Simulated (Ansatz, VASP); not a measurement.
# One calculation of Nb, two programs

INCAR

```
ALGO     = Normal         # electronic algorithm
EDIFF    = 1E-8           # SCF threshold, eV
ENCUT    = 520            # plane-wave cutoff, eV
GGA      = PS             # functional
ISIF     = 2              # what is computed and relaxed
ISMEAR   = -1             # smearing method
LASPH    = True           # aspherical terms in the spheres
LCHARG   = False          # write CHGCAR
LEFG     = True         
LREAL    = False          # projectors in reciprocal space
LWAVE    = False          # write WAVECAR
NBANDS   = 12             # bands
NELM     = 80             # most SCF steps
PREC     = Accurate       # precision mode
SIGMA    = 0.08           # smearing width, eV
```

Contents of KPOINTS:

```
k-points
0
Gamma
  13 13 13
```

File POSCAR:

```
Nb
1.0
    0.0000000000      2.1150000000      2.0515500000
    2.1150000000      0.0000000000      2.0515500000
    2.1150000000      2.1150000000      0.0000000000
Nb
1
Direct
    0.0000000000      0.0000000000      0.0000000000
```

Input for Ansatz:

```yaml
crystal:
  lattice:
    - [0.0, 2.115, 2.05155]
    - [2.115, 0.0, 2.05155]
    - [2.115, 2.115, 0.0]
  atoms:
    - { symbol: Nb, position: [0.0, 0.0, 0.0] }
kpoints:
  mp_grid: { grid: [13, 13, 13] }
scf:
  occupations: { method: fermi_dirac, width: 0.08 }
hamiltonian:
  xc: pbesol
  pseudopotentials: { kind: all_electron, datasets: crystal }
output:
  forces: true
  stress: true
  eigenvalues: true
  efg: { contact_densities: true }
```

Change from the starting cell: zz strain of -3 %, crystal datasets.

Alike in both runs: task electric field gradients; functional PBEsol; k mesh 13 × 13 × 13; occupations fermi-dirac, width 0.08 eV; no spin polarisation.

|  | VASP | Ansatz |
| --- | --- | --- |
| version | VASP 6.6.1 | Ansatz 0.2.0 |
| potentials or method | VASP PAW PBE potentials, release 64 (Nb_sv), cutoff 520 eV | all-electron PAW with datasets made for the crystal, scalar-relativistic |

Ansatz gave:

```
pressure (GPa)                                                : -2.0
traceless stress, the component that is largest in VASP (GPa) : -5.88
size of Vzz on the site where it differs most (V/Å²)          : 20.0
```

Estimate VASP's values.

pressure (GPa): -2.3; traceless stress, the component that is largest in VASP (GPa): -5.84; size of Vzz on the site where it differs most (V/Å²): 19.9.

VASP's potentials were made for PBE, not for PBEsol. Ansatz ran all-electron here, and VASP with PAW potentials.
